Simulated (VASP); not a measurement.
Crystal: Dy2BiP3.

```
CELL_PARAMETERS angstrom
6.36372 0.00000 0.00000
-3.18186 5.51115 0.00000
0.00000 0.00000 3.84124
ATOMIC_POSITIONS crystal
Dy 0.33333 0.66667 0.00000
Dy 0.66667 0.33333 0.00000
Bi 0.00000 0.00000 0.00000
P 0.50000 0.00000 0.50000
P 0.50000 0.50000 0.50000
P 0.00000 0.50000 0.50000
```

The cell was built from a structure type or drawn by symmetry, and may not be a known phase.

```yaml
Program: VASP 6.6.1
Task: relaxation of cell and atoms
Functional: PBE
Potentials_or_basis: VASP PAW PBE potentials, release 64 (Dy_3, Bi_d, P), 4f in core
Cutoff: 500 eV
k_mesh: 3 × 3 × 4
Occupations: gaussian, width 0.1 eV
Spin: no spin polarisation
```

At the start: pressure 6.8 GPa; volume 22.45 Å³/atom.

**Question.** How do energy, volume and symmetry change on relaxing?

**Answer.** Over 8 steps the energy falls by 66.6 meV/atom and the volume is 23.46 Å³/atom (+4.5 %); space group P6/mmm (No. 191, to 0.1 Å) before and after.

The path:
```
step  energy change (eV)  largest force (eV/Å)  pressure (GPa)  volume (Å³)
   1              0.0000                0.0000            6.83       134.72
   2             -0.2017                0.0000           -4.72       154.00
   3             -0.3446                0.0000           -0.89       145.88
   4             -0.3769                0.0000           -0.56       143.91
   5             -0.3991                0.0000            0.11       140.81
   6             -0.3993                0.0000            0.20       140.45
   7             -0.3993                0.0000           -0.20       141.06
   8             -0.3996                0.0000            0.00       140.76
```

Final structure:
```cif
data_structure
_symmetry_space_group_name_H-M 'P 1'
_symmetry_Int_Tables_number 1
_cell_length_a 6.2551
_cell_length_b 6.2551
_cell_length_c 4.1540
_cell_angle_alpha 90.000
_cell_angle_beta 90.000
_cell_angle_gamma 120.000
_cell_volume 140.76
loop_
_atom_site_label
_atom_site_type_symbol
_atom_site_fract_x
_atom_site_fract_y
_atom_site_fract_z
_atom_site_occupancy
Dy1 Dy 0.33333 0.66667 0.00000 1
Dy2 Dy 0.66667 0.33333 0.00000 1
Bi1 Bi 0.00000 0.00000 0.00000 1
P1 P 0.50000 0.00000 0.50000 1
P2 P 0.50000 0.50000 0.50000 1
P3 P 0.00000 0.50000 0.50000 1
```

Caveat: the k points lie up to 0.39 Å⁻¹ apart in the final cell, too coarse for converged energies and pressures of a metal.
